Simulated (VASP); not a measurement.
# C (P6_3/mmc) in VASP: further runs, part 2 of 2

VASP 6.6.1. The steps go on from the part before.

## (3) Single point, PBE

This run uses another cell than the first one, of 6.31 Å³/atom.

Input file INCAR:

```
SYSTEM = C
ALGO = Normal
EDIFF = 1E-6
ENCUT = 520
GGA = PE
ISIF = 2
ISMEAR = 0
LASPH = .TRUE.
LCHARG = .TRUE.
LELF = .TRUE.
LREAL = .FALSE.
LVHAR = .TRUE.
LWAVE = .FALSE.
NBANDS = 36
NELM = 100
PREC = Accurate
SIGMA = 0.05
```

Input file KPOINTS:

```
k-points
0
G
  12 12 2
  0 0 0
```

Input file POSCAR:

```
C
1.0
    2.6529000000      0.0000000000      0.0000000000
   -1.3264500000      2.2974787937      0.0000000000
    0.0000000000      0.0000000000     12.4291124965
C
12
Direct
    0.0000000000      0.0000000000      0.1868593266
    0.0000000000      0.0000000000      0.6868593266
    0.0000000000      0.0000000000      0.3131406734
    0.0000000000      0.0000000000      0.8131406734
    0.3333333333      0.6666666667      0.5207665411
    0.6666666667      0.3333333333      0.0207665411
    0.3333333333      0.6666666667      0.9792334589
    0.6666666667      0.3333333333      0.4792334589
    0.3333333333      0.6666666667      0.6450950823
    0.6666666667      0.3333333333      0.1450950823
    0.3333333333      0.6666666667      0.8549049177
    0.6666666667      0.3333333333      0.3549049177
```

Potentials or basis: VASP PAW PBE potentials, release 64 (C).

Launch:

```bash
$ cat potpaw_PBE.64/C/POTCAR > POTCAR
$ mpirun -np 1 vasp_std > vasp.out
```

Wall time 2.5 min (1 thread of AMD EPYC 7R13, shared host); peak memory 0.18 GiB.

It converged, with:

| Property | Result |
| --- | --- |
| Free energy | -107.7786 eV |
| Pressure | -35.0 GPa |
| Largest force | 0.070 eV/Å |
| Band gap on the k mesh | 3.72 eV (least direct gap 4.58 eV) |

Forces on the atoms (eV/Å):
```
C    0.000  0.000 -0.070
C    0.000  0.000 -0.070
C    0.000  0.000  0.070
C    0.000  0.000  0.070
C    0.000  0.000 -0.034
C    0.000  0.000 -0.034
C    0.000  0.000  0.034
C    0.000  0.000  0.034
C    0.000  0.000 -0.066
C    0.000  0.000 -0.066
C    0.000  0.000  0.066
C    0.000  0.000  0.066
```

Stress tensor (GPa, compression positive):
```
-51.01   0.00   0.00
  0.00 -51.01   0.00
  0.00   0.00  -2.93
```

Levels at points of the mesh, in eV from the valence-band top:
| k point | band 22 | band 23 | band 24 | band 25 | band 26 | band 27 |
| --- | --- | --- | --- | --- | --- | --- |
| (0.00, 0.00, 0.00) | -0.26 | 0.00 | 0.00 | 4.58 | 4.58 | 5.76 |
| (0.50, 0.00, 0.00) | -3.65 | -3.27 | -2.43 | 3.72 | 4.34 | 4.50 |
| (0.00, 0.00, 0.50) | -0.37 | -0.37 | -0.37 | 5.01 | 5.01 | 5.01 |
| (0.50, 0.00, 0.50) | -3.38 | -2.81 | -2.81 | 3.90 | 3.90 | 5.25 |

Caveat: the stress differs along the axes, from -51 to -3 GPa.

## (4) Single point, PBE

This run uses another cell than the first one, of 6.33 Å³/atom.

Input file INCAR:

```
PREC     = Accurate       # precision mode
ENCUT    = 520            # plane-wave cutoff, eV
EDIFF    = 1E-6           # SCF threshold, eV
ISMEAR   = 0              # smearing method
SIGMA    = 0.05           # smearing width, eV
LREAL    = F              # projectors in reciprocal space
LASPH    = T              # aspherical terms in the spheres
NELM     = 80             # most SCF steps
ALGO     = Normal         # electronic algorithm
ISIF     = 2              # what is computed and relaxed
LWAVE    = F              # write WAVECAR
LCHARG   = T              # write CHGCAR
GGA      = PE             # functional
LELF     = T              # ELF
LVHAR    = T            
NBANDS   = 36             # bands
```

Input file KPOINTS:

```
regular mesh
0
Gamma
  12 12 2
```

POSCAR: that of step 3 with these lines changed.

```diff
@@ -2,5 +2,5 @@
 1.0
-    2.6529000000      0.0000000000      0.0000000000
-   -1.3264500000      2.2974787937      0.0000000000
-    0.0000000000      0.0000000000     12.4291124965
+    2.6088000000      0.0000000000      0.0000000000
+   -1.3044000000      2.2592870734      0.0000000000
+    0.0000000000      0.0000000000     12.8952000000
 C
```

Launch:

```bash
$ cat potpaw_PBE.64/C/POTCAR > POTCAR
$ mpirun -np 1 vasp_std > vasp.out
```

Run time: 2.3 min. Hardware: 1 thread of AMD EPYC 7R13, shared host; peak memory 0.18 GiB.

The run converged. Its results:

* Free energy: -108.1028 eV
* Pressure: -37.3 GPa
* Largest force: 0.078 eV/Å
* Band gap on the k mesh: 4.16 eV (least direct gap 5.15 eV)

Forces in eV/Å, atoms in the order of the input:
```
C    0.000  0.000 -0.078
C    0.000  0.000 -0.078
C    0.000  0.000  0.078
C    0.000  0.000  0.078
C    0.000  0.000 -0.015
C    0.000  0.000 -0.015
C    0.000  0.000  0.015
C    0.000  0.000  0.015
C    0.000  0.000  0.037
C    0.000  0.000  0.037
C    0.000  0.000 -0.037
C    0.000  0.000 -0.037
```

Stress tensor (GPa, compression positive):
```
-36.50   0.00   0.00
  0.00 -36.50   0.00
  0.00   0.00 -38.81
```

Levels at points of the mesh, in eV from the valence-band top:
```
           k point  band 22  band 23  band 24  band 25  band 26  band 27
(0.00, 0.00, 0.00)    -0.12     0.00     0.00     5.15     5.15     5.17
(0.50, 0.00, 0.00)    -3.61    -3.24    -2.63     4.39     4.95     5.04
(0.00, 0.00, 0.50)    -0.28    -0.28    -0.28     5.49     5.49     5.49
(0.50, 0.00, 0.50)    -3.41    -2.93    -2.93     4.55     4.55     5.40
```

Caveat: the cell stands under tension.

## (5) Single point, PBE

This run uses another cell than the first one, of 6.36 Å³/atom.

Input file INCAR:

```
SYSTEM = C
PREC = Accurate
ENCUT = 520
EDIFF = 1E-7
ISMEAR = 0
SIGMA = 0.05
LREAL = .False.
LASPH = .True.
NELM = 80
ALGO = Normal
ISIF = 2
LWAVE = .False.
LCHARG = .True.
GGA = PE
LELF = .True.
LVHAR = .True.
NBANDS = 36
```

Input file KPOINTS:

```
regular mesh
0
Gamma
  12 12 2
  0 0 0
```

POSCAR: that of step 4 with these lines changed.

```diff
@@ -2,5 +2,5 @@
 1.0
-    2.6088000000      0.0000000000      0.0000000000
-   -1.3044000000      2.2592870734      0.0000000000
-    0.0000000000      0.0000000000     12.8952000000
+    2.6970000000      0.0000000000      0.0000000000
+   -1.3485000000      2.3356705140      0.0000000000
+    0.0000000000      0.0000000000     12.1184000000
 C
```

Launch:

```bash
$ cat potpaw_PBE.64/C/POTCAR > POTCAR
$ mpirun -np 1 vasp_std > vasp.out
```

Run time: 2.7 min. Hardware: 1 thread of AMD EPYC 7R13, shared host; peak memory 0.18 GiB.

It converged, with:

```
Free energy            : -106.7512 eV
Pressure               : -34.1 GPa
Largest force          : 0.269 eV/Å
Band gap on the k mesh : 3.14 eV (least direct gap 4.09 eV)
```

Forces in eV/Å, atoms in the order of the input:
```
C    0.000  0.000 -0.269
C    0.000  0.000 -0.269
C    0.000  0.000  0.269
C    0.000  0.000  0.269
C    0.000  0.000 -0.242
C    0.000  0.000 -0.242
C    0.000  0.000  0.242
C    0.000  0.000  0.242
C    0.000  0.000  0.008
C    0.000  0.000  0.008
C    0.000  0.000 -0.008
C    0.000  0.000 -0.008
```

Stress tensor (GPa, compression positive):
```
-63.53   0.00   0.00
  0.00 -63.53   0.00
  0.00   0.00  24.83
```

Levels at points of the mesh, in eV from the valence-band top:
```csv
k point,band 20,band 21,band 22,band 23,band 24,band 25,band 26,band 27,band 28,band 29
"(0.00, 0.00, 0.00)",-1.28,-1.28,-0.51,0.00,0.00,4.09,4.09,4.95,4.97,5.43
"(0.50, 0.00, 0.00)",-3.94,-3.73,-3.67,-3.31,-2.25,3.14,3.80,4.03,5.83,6.11
"(0.00, 0.00, 0.50)",-1.21,-0.45,-0.45,-0.45,-0.45,4.60,4.60,4.60,4.60,4.96
"(0.50, 0.00, 0.50)",-4.76,-3.35,-3.35,-2.70,-2.70,3.33,3.33,4.84,4.84,6.36
```

Caveat: the stress differs along the axes, from -64 to 25 GPa.

## (6) Single point, PBE

This run uses another cell than the first one, of 6.41 Å³/atom.

Input file INCAR:

```
SYSTEM = C
ALGO = Normal
EDIFF = 1E-7
ENCUT = 520
GGA = PE
ISIF = 2
ISMEAR = 0
LASPH = .True.
LCHARG = .False.
LREAL = .False.
LWAVE = .False.
NBANDS = 36
NELM = 100
PREC = Accurate
SIGMA = 0.05
```

Input file KPOINTS:

```
k-points
0
Gamma
  12 12 2
  0 0 0
```

POSCAR: that of step 5 with these lines changed.

```diff
@@ -2,5 +2,5 @@
 1.0
-    2.6970000000      0.0000000000      0.0000000000
-   -1.3485000000      2.3356705140      0.0000000000
-    0.0000000000      0.0000000000     12.1184000000
+    2.6088000000      0.0000000000      0.0000000000
+   -1.3044000000      2.2592870734      0.0000000000
+    0.0000000000      0.0000000000     13.0506000000
 C
```

Potentials or basis: VASP PAW PBE potentials, release 64 (C).

Launch:

```bash
$ cat potpaw_PBE.64/C/POTCAR > POTCAR
$ mpirun -np 1 vasp_std > vasp.out
```

It took 2.5 min on 1 thread of AMD EPYC 7R13, shared host; peak memory 0.19 GiB.

The run converged. Its results:

```yaml
Free_energy: -107.8525 eV
Pressure: -40.5 GPa
Largest_force: 0.139 eV/Å
Band_gap_on_the_k_mesh: 4.17 eV (least direct gap 4.88 eV)
```

Forces on the atoms (eV/Å):
```
C    0.000  0.000 -0.139
C    0.000  0.000 -0.139
C    0.000  0.000  0.139
C    0.000  0.000  0.139
C    0.000  0.000 -0.064
C    0.000  0.000 -0.064
C    0.000  0.000  0.064
C    0.000  0.000  0.064
C    0.000  0.000  0.108
C    0.000  0.000  0.108
C    0.000  0.000 -0.108
C    0.000  0.000 -0.108
```

Stress tensor (GPa, compression positive):
```
-36.33   0.00   0.00
  0.00 -36.33   0.00
  0.00   0.00 -48.92
```

Levels at points of the mesh, in eV from the valence-band top:
```csv
k point,band 22,band 23,band 24,band 25,band 26,band 27
"(0.00, 0.00, 0.00)",-0.11,0.00,0.00,4.88,5.24,5.24
"(0.50, 0.00, 0.00)",-3.57,-3.20,-2.64,4.50,5.01,5.11
"(0.00, 0.00, 0.50)",-0.26,-0.26,-0.26,5.56,5.56,5.56
"(0.50, 0.00, 0.50)",-3.39,-2.92,-2.92,4.66,4.66,5.21
```

Caveat: the stress differs along the axes, from -49 to -36 GPa.

## (7) Overview

```tsv
cell	gap on the mesh (eV)	pressure (GPa)	largest force (eV/Å)
a = 2.697, b = 2.697, c = 11.963 Å, angles 90.0, 90.0, 120.0°, 12 atoms	2.98	-28.9	0.45
a = 2.653, b = 2.653, c = 12.429 Å, angles 90.0, 90.0, 120.0°, 12 atoms	3.72	-35.0	0.07
a = 2.609, b = 2.609, c = 12.895 Å, angles 90.0, 90.0, 120.0°, 12 atoms	4.16	-37.3	0.08
a = 2.697, b = 2.697, c = 12.118 Å, angles 90.0, 90.0, 120.0°, 12 atoms	3.14	-34.1	0.27
a = 2.609, b = 2.609, c = 13.051 Å, angles 90.0, 90.0, 120.0°, 12 atoms	4.17	-40.5	0.14
```

Alike in all rows: task single point; level PBE; potentials or basis VASP PAW PBE potentials, release 64 (C); no spin polarisation; k mesh 12 × 12 × 2; cutoff (eV) 520; smearing gaussian 0.05 eV.

Caveats: the stress differs along the axes, from -64 to 41 GPa (at least some runs); the stress differs along the axes, from -51 to -3 GPa (at least some runs); the cell stands under tension (at least some runs); the stress differs along the axes, from -64 to 25 GPa (at least some runs); the stress differs along the axes, from -49 to -36 GPa (at least some runs).

Total energies depend on the potentials used, so only differences within one code and one set of settings carry meaning.
